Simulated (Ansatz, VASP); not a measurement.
Bi: VASP beside Ansatz

```
Bi
1.0
     5.75101    0.00000    0.00000
    -2.87551    4.98052    0.00000
     0.00000    0.00000    3.31958
Bi
3
Direct
  0.33333 0.66667 0.50000
  0.00000 0.00000 0.00000
  0.66667 0.33333 0.50000
```

Alike in both runs: task relaxation of cell and atoms; functional PBE; k mesh 9 × 9 × 14; occupations gaussian, width 0.1 eV; no spin polarisation.

```csv
,VASP,Ansatz
version,VASP 6.6.1,Ansatz 0.2.0
potentials or method,"VASP PAW PBE potentials, release 64 (Bi_d), cutoff 500 eV","scalar-relativistic, plane waves, PAW"
valence electrons in the cell,45,45
```

Ansatz gave:

```
gap on the k mesh at the Fermi level, each at its own relaxed structure (eV) : none
relaxed volume (Å³/atom)                                                     : 32.05
relaxed cell length with the largest relative difference (Å)                 : 5.741
```

Problem. Estimate VASP's values.

Solution. gap on the k mesh at the Fermi level, each at its own relaxed structure (eV): none; relaxed volume (Å³/atom): 32.01; relaxed cell length with the largest relative difference (Å): 5.738.

A gap of «none» marks a metal or a gap that the smearing closes.

Spin-orbit coupling is off throughout.
